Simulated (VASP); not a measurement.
CdTe, 2 atoms in the cell. It takes space group F-43m (No. 216, cubic). The conventional cell has a = 6.758 Å, b = 6.758 Å, c = 6.758 Å, α = 90.00°, β = 90.00°, γ = 90.00°. Cd (site symmetry -43m) has 4 Te at 2.93 Å within 3.9 Å. Te (site symmetry -43m) has 4 Cd at 2.93 Å within 3.9 Å. 

```yaml
Program: VASP 6.6.1
Task: single point
Functional: BLYP
Potentials_or_basis: VASP PAW PBE potentials, release 64 (Cd, Te)
Cutoff: 500 eV
k_mesh: 6 × 6 × 6
Occupations: gaussian, width 0.05 eV
Spin: no spin polarisation
Dipole_correction: no
Further_INCAR_settings: ALGO = Normal; EDIFF = 1e-06; NBANDS = 16
```

Potentials or basis: VASP PAW PBE potentials, release 64 (Cd, Te).

The run is started by

```sh
$ cat potpaw_PBE.64/Cd/POTCAR potpaw_PBE.64/Te/POTCAR > POTCAR
$ mpirun -np 1 vasp_std > vasp.out
```

Hardware: 1 thread of Intel(R) Xeon(R) Platinum 8488C (Sapphire Rapids), with other jobs on the host.

Problem. How long does it take, and how much memory?

Solution. Wall time 23 s on 1 thread of Intel(R) Xeon(R) Platinum 8488C (Sapphire Rapids) (shared host), peak memory 0.21 GiB. Counts: scf iterations 12, k points 16.
